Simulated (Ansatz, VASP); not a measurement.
**Two plane-wave programs on Sb**

File POSCAR:

```
Sb
1.0
    3.1600000000      0.0000000000      0.0000000000
    0.0000000000      3.1600000000      0.0000000000
    0.0000000000      0.0000000000      3.1600000000
Sb
1
Direct
    0.0000000000      0.0000000000      0.0000000000
```

The input INCAR.step1:

```
SYSTEM = Sb
  PREC = Accurate
  ENCUT = 400
  EDIFF = 1E-5
  ISMEAR = 1
  SIGMA = 0.05
  LREAL = .FALSE.
  LASPH = .TRUE.
  NELM = 120
  ALGO = Normal
  ISIF = 2
  LWAVE = .TRUE.
  LCHARG = .FALSE.
  GGA = PE
  NBANDS = 8
  GGA_COMPAT = .FALSE.
```

Contents of INCAR.step2:

```
SYSTEM = Sb
  PREC = Accurate
  ENCUT = 400
  EDIFF = 1E-6
  ISMEAR = 1
  SIGMA = 0.05
  LREAL = .FALSE.
  LASPH = .TRUE.
  NELM = 120
  ALGO = Normal
  ISIF = 2
  LWAVE = .FALSE.
  LCHARG = .FALSE.
  GGA = PE
  LHFCALC = .TRUE.
  HFSCREEN = 0.2079
  PRECFOCK = Normal
  ISTART = 1
  NBANDS = 8
  GGA_COMPAT = .FALSE.
```

Contents of KPOINTS:

```
Automatic mesh
0
G
  4 4 4
  0 0 0
```

input.yaml

```yaml
crystal:
  lattice: { a: 3.16, b: 3.16, c: 3.16, alpha: 90.0, beta: 90.0, gamma: 90.0 }
  space_group: 221
  reduce_to_primitive: true
  atoms:
    - { symbol: Sb, wyckoff: "1a", position: [0.0, 0.0, 0.0] }
hamiltonian:
  xc: hse06
  pseudopotentials: { kind: paw, partial_waves: polarizable }
kpoints:
  mp_grid: { grid: [4, 4, 4] }
scf:
  occupations: { method: cold, width: 0.05 }
  n_extra_bands: 6
output:
  forces: true
  stress: true
  eigenvalues: true
  dos: { projected: true, de: 0.05 }
  write_density: true
  write_potential: true
  elf: true
  volumetric_format: npy
```

Alike in both runs: functional HSE06; k mesh 4 × 4 × 4; no spin polarisation.

|  | VASP | Ansatz |
| --- | --- | --- |
| version | VASP 6.6.1 | Ansatz 0.2.0 |
| potentials or method | VASP PAW PBE potentials, release 64 (Sb) | Ansatz PAW polarizable |
| plane-wave cutoff (eV) | 400 | 420 |
| occupations | methfessel-paxton of order 1, width 0.05 eV | cold, width 0.05 eV |
| valence electrons in the cell | 5 | 15 |
| task | single point | projected density of states |

|  | VASP | Ansatz | Ansatz less VASP |
| --- | --- | --- | --- |
| gap on the k mesh at the Fermi level (eV) | none | none | - |
| pressure (GPa) | -6.3 | -5.4 | +0.89 |

A gap of «none» marks a metal or a gap that the smearing closes. VASP's potentials hold 5 valence electrons a cell and Ansatz's 15, so a difference there can come from the potentials and not from the codes.

The k mesh is coarse, so the values compare programs but aren't converged. Spin-orbit coupling is off throughout.
